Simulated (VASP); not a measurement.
MgO:

```
CELL_PARAMETERS angstrom
0.00000 2.14209 2.14209
2.14209 0.00000 2.14209
2.14209 2.14209 0.00000
ATOMIC_POSITIONS crystal
Mg 0.00000 0.00000 0.00000
O 0.50000 0.50000 0.50000
```

Base run:

* Program: VASP 6.6.1
* Functional: PBE
* Dispersion: D3(BJ)
* Potentials or basis: VASP PAW PBE potentials, release 64 (Mg, O)
* Cutoff: 600 eV
* k mesh: 10 × 10 × 10
* Occupations: gaussian, width 0.02 eV
* Spin: no spin polarisation

Its results: band gap on the k mesh 4.25 eV, direct; pressure -8.7 GPa.

Task: The run is repeated on the same cell with these changes: dispersion from D3(BJ) to none; cutoff from 600 eV to 520 eV. What comes out?

Result: Band gap on the k mesh 4.25 eV, direct; pressure -3.8 GPa.

